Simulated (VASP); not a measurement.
Input of a VASP 6.6.1 run:

File INCAR:

```
SYSTEM = Pt
ALGO = Normal
EDIFF = 1E-7
ENCUT = 520
GGA = RP
ISIF = 2
ISMEAR = -1
LASPH = .TRUE.
LCHARG = .FALSE.
LREAL = .FALSE.
LWAVE = .FALSE.
NBANDS = 28
NELM = 100
PREC = Accurate
SIGMA = 0.1
```

KPOINTS

```
k-points
0
G
  14 14 4
  0 0 0
```

File POSCAR:

```
Pt
1.0
    2.8065475262      0.0000000000      0.0000000000
   -1.4032737631      2.4305414546      0.0000000000
    0.0000000000      0.0000000000      9.3761063935
Pt
4
Direct
    1.0000000000      1.0000000000      0.0000000000
    1.0000000000      0.0000000000      0.5000000000
    0.3333333333      0.6666666667      0.2500000000
    0.6666666667      0.3333333333      0.7500000000
```

Potentials or basis: VASP PAW PBE potentials, release 64 (Pt).

Command:

```console
$ cat potpaw_PBE.64/Pt/POTCAR > POTCAR
$ mpirun -np 1 vasp_std > vasp.out
```

Task: What does it give for the band gap on the k mesh?

Result: Zero (band 20 reaches 10.61 eV, above the bottom of band 21 at 9.37 eV).

Task: Predict the pressure.

Result: -0.6 GPa.

Caveat: the PAW data sets were made with another functional, which shifts forces and pressure a little; spin-orbit coupling is left out, which moves the levels of the heavy elements.
